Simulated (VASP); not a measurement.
Wanted: the native input for a VASP 6.6.1 run.

```yaml
Task: G0W0 quasiparticle levels
Functional: PBE
Potentials_or_basis: VASP PAW PBE potentials, release 64 (Al_GW, N_GW)
Cutoff: 500 eV
k_mesh: 6 × 6 × 6
Occupations: gaussian, width 0.01 eV
Spin: no spin polarisation
Dipole_correction: no
GW_scheme: G0W0
GW_iterations: 1
Cutoff_of_the_response_function: 150
Frequency_points: 96
Empty_bands: 81
Further_INCAR_settings: ALGO = EVGW0; EDIFF = 1e-08; NBANDS = 85
```

AlN:

```xyz
2
Lattice="0.0785 2.1760 2.1760 2.1760 0.0785 2.1760 2.1760 2.1760 0.0785" Properties=species:S:1:pos:R:3 pbc="T T T"
Al    0.0118    0.0118    0.0118
N     1.0958    1.0958    1.0958
```

One way to write it, as run:

POSCAR

```
AlN
1.0
    0.0784759504      2.1759573064      2.1759573064
    2.1759573064      0.0784759504      2.1759573064
    2.1759573064      2.1759573064      0.0784759504
Al N
1 1
Direct
    0.0026685146      0.0026685146      0.0026685146
    0.2473314854      0.2473314854      0.2473314854
```

INCAR.step1

```
  PREC = Accurate
  ENCUT = 500
  EDIFF = 1E-8
  ISMEAR = 0
  SIGMA = 0.01
  LREAL = F
  LASPH = T
  NELM = 60
  ALGO = Normal
  LWAVE = T
  LCHARG = F
  GGA = PE
```

INCAR.step2

```
  PREC = Accurate
  ENCUT = 500
  EDIFF = 1E-8
  ISMEAR = 0
  SIGMA = 0.01
  LREAL = F
  LASPH = T
  NELM = 1
  ALGO = Exact
  LWAVE = T
  LCHARG = F
  GGA = PE
  NBANDS = 85
  LOPTICS = T
  ISTART = 1
```

INCAR.step3

```
  PREC = Accurate
  ENCUT = 500
  EDIFF = 1E-8
  ISMEAR = 0
  SIGMA = 0.01
  LREAL = F
  LASPH = T
  ALGO = EVGW0
  LWAVE = F
  LCHARG = F
  GGA = PE
  NELMGW = 1
  NBANDS = 85
  ENCUTGW = 150.0
  NOMEGA = 96
  PRECFOCK = Fast
  ISTART = 1
  NBANDSGW = 12
  OMEGAMAX = 20
```

KPOINTS

```
regular mesh
0
Gamma
  6 6 6
```

Potentials or basis: VASP PAW PBE potentials, release 64 (Al_GW, N_GW).

Command:

```console
$ cat potpaw_PBE.64/Al_GW/POTCAR potpaw_PBE.64/N_GW/POTCAR > POTCAR
$ cp INCAR.step1 INCAR
$ mpirun -np 1 vasp_std > vasp.out
$ cp INCAR.step2 INCAR
$ mpirun -np 1 vasp_std > vasp.out
$ cp INCAR.step3 INCAR
$ mpirun -np 1 vasp_std > vasp.out
```

Results of the run:

```json
{
 "Quasiparticle gap": "4.46 eV",
 "Least direct quasiparticle gap": "6.13 eV",
 "Band gap of the starting levels on the mesh": "3.10 eV",
 "Least direct gap of the starting levels on the mesh": "4.48 eV"
}
```

Caveat: the k points lie up to 0.43 Å⁻¹ apart; bands, screening cutoff and mesh are small and nothing is extrapolated, so the quasiparticle values aren't converged; the structure was generated, so it needn't be the stable form of AlN.

It took 3.4 min on 1 thread of Intel(R) Xeon(R) 6975P-C (Granite Rapids) (shared host), peak memory 0.42 GiB.
